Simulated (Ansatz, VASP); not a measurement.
## One calculation of GaSb, two programs

```
Ga Sb
1.0
     0.00000    3.06588    3.06588
     3.06588    0.00000    3.06588
     3.06588    3.06588    0.00000
Ga Sb
1 1
Direct
  0.00000 0.00000 0.00000
  0.25000 0.25000 0.25000
```

Alike in both runs: task single point; functional HSE06; dispersion D3(BJ); k mesh 4 × 4 × 4; occupations fermi-dirac, width 0.02 eV; no spin polarisation.

|  | VASP | Ansatz |
| --- | --- | --- |
| version | VASP 6.6.1 | Ansatz 0.2.0 |
| potentials or method | VASP PAW PBE potentials, release 64 (Ga_d, Sb) | plane waves |
| plane-wave cutoff (eV) | 520 | 420 |
| valence electrons in the cell | 18 | 28 |

|  | VASP | Ansatz | Ansatz less VASP |
| --- | --- | --- | --- |
| gap on the k mesh at the Fermi level (eV) | 0.85 | 0.83 | -0.018 |
| pressure (GPa) | -2.6 | -2.1 | +0.50 |

VASP's potentials hold 18 valence electrons a cell and Ansatz's 28, so a difference there can come from the potentials and not from the codes. Ansatz's warnings: stress exchange threshold loose, stress scf threshold loose.

The k mesh is coarse, so the values compare programs but aren't converged. Spin-orbit coupling is off throughout.
